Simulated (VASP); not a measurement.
A run of VASP 6.6.1:

Contents of INCAR:

```
SYSTEM = InSb3
  PREC = Accurate
  ENCUT = 520
  EDIFF = 1E-7
  ISMEAR = 0
  SIGMA = 0.15
  LREAL = .False.
  LASPH = .True.
  NELM = 100
  ALGO = Normal
  ISIF = 2
  LWAVE = .False.
  LCHARG = .False.
  GGA = PE
  IVDW = 12
  NBANDS = 22
```

KPOINTS

```
Automatic mesh
0
Gamma
  12 12 12
  0 0 0
```

The input POSCAR:

```
InSb3
1.0
    0.0000000000      3.7279225306      3.7279225306
    3.7279225306      0.0000000000      3.7279225306
    3.7279225306      3.7279225306      0.0000000000
In Sb
1 3
Direct
   -0.0603553315     -0.0603553315      0.0603553315
    0.2500000000      0.2500000000      0.2500000000
    0.7500000000      0.7500000000      0.7500000000
    0.5000000000      0.5000000000      0.5000000000
```

Potentials or basis: VASP PAW PBE potentials, release 64 (In_d, Sb).

Launch:

```sh
$ cat potpaw_PBE.64/In_d/POTCAR potpaw_PBE.64/Sb/POTCAR > POTCAR
$ mpirun -np 1 vasp_std > vasp.out
```

Hardware: 1 thread of Intel(R) Xeon(R) 6975P-C (Granite Rapids) (shared host).

**Question.** Estimate the wall time of this run.

**Answer.** Wall time 2.5 min on 1 thread of Intel(R) Xeon(R) 6975P-C (Granite Rapids) (shared host), peak memory 0.5 GiB. Counts: scf iterations 14, k points 163.
